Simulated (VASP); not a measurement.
# PbS (C2/m) in VASP: single point with PBE+D3(BJ)

Aim: the single point of PbS with PBE+D3(BJ).

All numbers are computed with VASP 6.6.1; they aren't measurements. Logs are shortened: lines on timing, memory, paths and dates and some standing lists are left out, and cuts for length are marked.

## Step 1: The cell of the first run

The typed cell holds 4 atoms: a = 4.193 Å, b = 4.193 Å, c = 5.949 Å, α = 90.04°, β = 90.04°, γ = 90.01°.

## Step 2: Single point, PBE+D3(BJ)

File INCAR:

```
  PREC = Accurate
  ENCUT = 520
  EDIFF = 1E-6
  ISMEAR = 0
  SIGMA = 0.02
  LREAL = F
  LASPH = T
  NELM = 80
  ALGO = Normal
  ISIF = 2
  LWAVE = F
  LCHARG = T
  GGA = PE
  IVDW = 12
  LELF = T
  LVHAR = T
  NBANDS = 28
```

File KPOINTS:

```
Automatic mesh
0
Gamma
  6 6 4
```

File POSCAR:

```
PbS
1.0
    2.9503979766     -2.9647945986      0.2883254080
    2.9503979766      2.9647945986      0.2883254080
   -0.5843400223      0.0000000000      5.9198120540
Pb S
2 2
Direct
    0.7499559699      0.7499559699      0.7500953267
    0.2500440301      0.2500440301      0.2499046733
    0.2500819763      0.2500819763      0.7502656296
    0.7499180237      0.7499180237      0.2497343704
```

Potentials or basis: VASP PAW PBE potentials, release 64 (Pb_d, S).

Run with:

```
cat potpaw_PBE.64/Pb_d/POTCAR potpaw_PBE.64/S/POTCAR > POTCAR
mpirun -np 1 vasp_std > vasp.out
```

OUTCAR:

```text
PREC = Accurate
   ENCUT = 520
   EDIFF = 1E-6
   ISMEAR = 0
   LREAL = F
   LASPH = T
   NELM = 80
   ISIF = 2
   GGA = PE
   IVDW = 12
 IVDW          = 12

 ion  position               nearest neighbor table
   1  0.750  0.750  0.750-   3 2.96   3 2.96   3 2.96   3 2.97   4 2.97   4 2.98
   2  0.250  0.250  0.250-   4 2.96   4 2.96   4 2.96   4 2.97   3 2.97   3 2.98
   3  0.250  0.250  0.750-   1 2.96   1 2.96   1 2.96   1 2.97   2 2.97   2 2.98
   4  0.750  0.750  0.250-   2 2.96   2 2.96   2 2.96   2 2.97   1 2.97   1 2.98

  LATTYP: Found a base centered monoclinic cell.
 ALAT       =     5.9289053834
 B/A-ratio  =     1.0001153356
 C/A-ratio  =     1.0033187634
 COS(beta)  =    -0.0009755649

  Lattice vectors:

 A1 = (   2.9503979766,  -2.9647945986,   0.2883254080)
 A2 = (   2.9503979766,   2.9647945986,   0.2883254080)
 A3 = (  -0.5843400223,   0.0000000000,   5.9198120540)

Analysis of symmetry for initial positions (statically):
=====================================================================
 Subroutine PRICEL returns:
 Original cell was already a primitive cell.

 Routine SETGRP: Setting up the symmetry group for a
 base centered monoclinic supercell.

 Subroutine GETGRP returns: Found  4 space group operations
 (whereof  4 operations were pure point group operations)
 out of a pool of  4 trial point group operations.

The static configuration has the point symmetry C_2h.

Analysis of symmetry for dynamics (positions and initial velocities):
=====================================================================
 Subroutine PRICEL returns:
 Original cell was already a primitive cell.

 Routine SETGRP: Setting up the symmetry group for a
 base centered monoclinic supercell.

 Subroutine GETGRP returns: Found  4 space group operations
 (whereof  4 operations were pure point group operations)
 out of a pool of  4 trial point group operations.

The dynamic configuration has the point symmetry C_2h.

 Subroutine INISYM returns: Found  4 space group operations
 (whereof  4 operations are pure point group operations),
 and found     1 'primitive' translations

----------------------------------------------------------------------------------------

                                     Primitive cell

  volume of cell :     104.5640

  direct lattice vectors                    reciprocal lattice vectors
     2.950397977 -2.964794599  0.288325408     0.167849539 -0.168645747  0.016568297
     2.950397977  2.964794599  0.288325408     0.167849539  0.168645747  0.016568297
    -0.584340022  0.000000000  5.919812054    -0.016350278  0.000000000  0.167310359

  length of vectors
     4.192610973  4.192610973  5.948582017     0.238514914  0.238514914  0.168107370

  position of ions in fractional coordinates (direct lattice)
     0.749955970  0.749955970  0.750095327
     0.250044030  0.250044030  0.249904673
     0.250081976  0.250081976  0.750265630
     0.749918024  0.749918024  0.249734370

  ion indices of the primitive-cell ions
   primitive index   ion index
                 1           1
                 2           2
                 3           3
                 4           4

----------------------------------------------------------------------------------------

 KPOINTS: Automatic mesh

Automatic generation of k-mesh.
 Grid dimensions read from file:
 generate k-points for:    6    6    4

 Generating k-lattice:

  Cartesian coordinates                     Fractional coordinates (reciprocal lattice)
     0.027974923 -0.028107625  0.002761383     0.166666667  0.000000000  0.000000000
     0.027974923  0.028107625  0.002761383     0.000000000  0.166666667  0.000000000
    -0.004087570  0.000000000  0.041827590     0.000000000  0.000000000  0.250000000

  Length of vectors
     0.039752486  0.039752486  0.042026842

  Shift w.r.t. Gamma in fractional coordinates (k-lattice)
     0.000000000  0.000000000  0.000000000

 Subroutine IBZKPT returns following result:
 ===========================================

 Found     47 irreducible k-points:

 Following reciprocal coordinates:
            Coordinates               Weight
  0.000000  0.000000  0.000000      1.000000
  0.166667 -0.000000  0.000000      4.000000
  0.333333 -0.000000 -0.000000      4.000000
  0.500000 -0.000000 -0.000000      2.000000
  0.166667  0.166667 -0.000000      2.000000
  0.333333  0.166667  0.000000      4.000000
[... 16 lines left out ...]
 -0.333333  0.166667  0.250000      4.000000
 -0.166667  0.166667  0.250000      4.000000
 [... further k-points ...]
   k-points           NKPTS =     47   k-points in BZ     NKDIM =     47   number of bands    NBANDS=     28
   number of dos      NEDOS =    301   number of ions     NIONS =      4
   total plane-waves  NPLWV =  49152
   dimension x,y,z NGX =    32 NGY =   32 NGZ =   48
   dimension x,y,z NGXF=    64 NGYF=   64 NGZF=   96
   ions per type =               2   2
   NGX,Y,Z   is equivalent  to a cutoff of  12.69, 12.69, 13.41 a.u.
   NGXF,Y,Z  is equivalent  to a cutoff of  25.38, 25.38, 26.83 a.u.
 SYSTEM =  unknown system
   PREC   = accura    normal or accurate (medium, high low for compatibility)
   ISTART =      0    job   : 0-new  1-cont  2-samecut
   ICHARG =      2    charge: 1-file 2-atom 10-const
   ISPIN  =      1    spin polarized calculation?
   LNONCOLLINEAR =      F non collinear calculations
   LSORBIT =      F    spin-orbit coupling
   LASPH  =      T    aspherical Exc in radial PAW
   ENCUT  =  520.0 eV  38.22 Ry    6.18 a.u.   7.80  7.80 11.06*2*pi/ulx,y,z
   NELM   =     80;   NELMIN=  2; NELMDL= -5     # of ELM steps
   EDIFF  = 0.1E-05   stopping-criterion for ELM
   LREAL  =      F    real-space projection
   EDIFFG = 0.1E-04   stopping-criterion for IOM
   NSW    =      0    number of steps for IOM
   IBRION =     -1    ionic relax: 0-MD 1-quasi-New 2-CG
   NFREE  =      0    steps in history (QN), initial steepest desc. (CG)
   ISIF   =      2    stress and relaxation
   ISYM   =      2    0-nonsym 1-usesym 2-fastsym
   POTIM  = 0.5000    time-step for ionic-motion
   TEBEG  =    0.0;   TEEND  =   0.0 temperature during run
   PSTRESS=    0.0 pullay stress
   NELECT =      40.0000    total number of electrons
   NUPDOWN=      -1.0000    fix difference up-down
   EMIN   =  10.00;   EMAX   =-10.00  energy-range for DOS
   EFERMI =   0.00;   METHOD = LEGACY
   ISMEAR =     0;   SIGMA  =   0.02  broadening in eV -4-tet -1-fermi 0-gaus
   EFERMI_NEDOS =   21; number of points for ismear=-14 and -15
   IALGO  =     38    algorithm
   IMIX   =      4    mixing-type and parameters
     AMIX     =   0.40;   BMIX     =  1.00
     AMIX_MAG =   1.60;   BMIX_MAG =  1.00
  volume/ion in A,a.u.               =      26.14       176.41
  Fermi-wavevector in a.u.,A,eV,Ry     =   1.188413  2.245775 19.215852  1.412325
  Thomas-Fermi vector in A             =   2.324543
   LORBIT       =      0    0 simple, 1 ext, 2 COOP (PROOUT), +10 PAW based schemes
   GGA     = PE    functional components
   LHFCALC =     F    Hartree Fock is set to
   AEXX    =    0.0000 exact exchange contribution
   IVDW    =    12    specifies the selected vdW correction
   LEPSILON=     F    determine dielectric tensor
   LRPA    =     F    only Hartree local field effects (RPA)
 non-spin polarized calculation
 Gauss-broadening in eV      SIGMA  =   0.02
  energy-cutoff  :      520.00
  volume of cell :      104.56
 maximum number of plane-waves:      2848
   NGX = 15   NGY = 15   NGZ = 23

 number of electron      39.9999993 magnetization

 Free energy of the ion-electron system (eV)
  ---------------------------------------------------
  ext. energy  EPLUGINS =         0.00000000
  ---------------------------------------------------
  free energy    TOTEN  =       -17.50320527 eV

  energy without entropy =      -17.50320527  energy(sigma->0) =      -17.50320527

 E-fermi :   5.8967     XC(G=0):  -9.6721

 val. band max:        5.7958255870   @ k =   0.5000  -0.0000   0.5000
 cond. band min:       6.1623731788   @ k =   0.5000  -0.0000   0.5000
 fundamental gap:      0.3665475918
 Fermi energy:         5.8966857198

 k-point     1 :       0.0000    0.0000    0.0000
  band No.  band energies     occupation
      1     -11.1631      2.00000
      2     -11.0488      2.00000
      3     -11.0265      2.00000
      4     -11.0265      2.00000
      5     -11.0238      2.00000
      6     -11.0114      2.00000
[... 20 lines left out ...]
     27      11.4861      0.00000
     28      12.5276      0.00000

 k-point     2 :       0.1667   -0.0000    0.0000
  band No.  band energies     occupation
      1     -11.1438      2.00000
      2     -11.0382      2.00000
      3     -11.0264      2.00000
      4     -11.0221      2.00000
      5     -11.0206      2.00000
      6     -11.0124      2.00000
[... 20 lines left out ...]
     27      11.4609      0.00000
     28      12.6259      0.00000

 k-point     3 :       0.3333   -0.0000   -0.0000
  band No.  band energies     occupation
      1     -11.1002      2.00000
      2     -11.0313      2.00000
      3     -11.0234      2.00000
      4     -11.0225      2.00000
      5     -11.0131      2.00000
      6     -11.0103      2.00000
[... 20 lines left out ...]
     27      13.0424      0.00000
     28      13.2275      0.00000

 k-point     4 :       0.5000   -0.0000   -0.0000
  band No.  band energies     occupation
      1     -11.0583      2.00000
      2     -11.0582      2.00000
      3     -11.0237      2.00000
      4     -11.0237      2.00000
      5     -11.0127      2.00000
      6     -11.0127      2.00000
[... 578 lines left out ...]
     27      12.6700      0.00000
     28      12.6723      0.00000

 k-point    23 :      -0.3333    0.1667    0.2500
  band No.  band energies     occupation
      1     -11.0876      2.00000
      2     -11.0536      2.00000
      3     -11.0270      2.00000
      4     -11.0223      2.00000
      5     -11.0211      2.00000
      6     -11.0064      2.00000
[... 20 lines left out ...]
     27      12.1187      0.00000
     28      13.8285      0.00000

 k-point    24 :      -0.1667    0.1667    0.2500
  band No.  band energies     occupation
      1     -11.1053      2.00000
      2     -11.0283      2.00000
      3     -11.0259      2.00000
      4     -11.0255      2.00000
      5     -11.0223      2.00000
      6     -11.0098      2.00000
[... 20 lines left out ...]
     27      12.5754      0.00000
     28      12.6032      0.00000

 [... further k-points ...]

------------------------ aborting loop because EDIFF is reached ----------------------------------------

 Edisp (eV)   -1.38581

 E8    (eV) :    -0.6240

  FORCE on cell =-STRESS in cart. coord.  units (eV):
  Direction    XX          YY          ZZ          XY          YZ          ZX
  --------------------------------------------------------------------------------------
  -------------------------------------------------------------------------------------
  Total      -0.03791    -0.04535    -0.04280     0.00000     0.00000     0.01337
  in kB      -0.58085    -0.69482    -0.65587     0.00000     0.00000     0.20481
  external pressure =       -0.64 kB  Pullay stress =        0.00 kB

 VOLUME and BASIS-vectors are now :
 -----------------------------------------------------------------------------
  energy-cutoff  :      520.00
  volume of cell :      104.56
      direct lattice vectors                 reciprocal lattice vectors
     2.950397977 -2.964794599  0.288325408     0.167849539 -0.168645747  0.016568297
     2.950397977  2.964794599  0.288325408     0.167849539  0.168645747  0.016568297
    -0.584340022  0.000000000  5.919812054    -0.016350278  0.000000000  0.167310359

 POSITION                                       TOTAL-FORCE (eV/Angst)
 -----------------------------------------------------------------------------------
      3.98703      0.00000      4.87289         0.000683      0.000000     -0.000965
      1.32943      0.00000      1.62358        -0.000683      0.000000      0.000965
      1.03727      0.00000      4.58564        -0.000498      0.000000     -0.001429
      4.27918      0.00000      1.91082         0.000498      0.000000      0.001429
 -----------------------------------------------------------------------------------
    total drift:                                0.000000      0.000000      0.000000

  FREE ENERGIE OF THE ION-ELECTRON SYSTEM (eV)
  ---------------------------------------------------
  free  energy   TOTEN  =       -18.8890193272 eV

  energy  without entropy=      -18.8890193272  energy(sigma->0) =      -18.88901933
```

Run time: 2.4 min. Hardware: 1 thread of Intel Xeon 8259CL, shared host; peak memory 0.29 GiB.

Results:

```yaml
Free_energy: -18.8890 eV
Pressure: -0.1 GPa
Band_gap_on_the_k_mesh: 0.37 eV
Dispersion_energy_per_atom: -0.346 eV
```

Caveat: spin-orbit coupling is left out, which moves the levels of the heavy elements. A k mesh can miss the band edges.
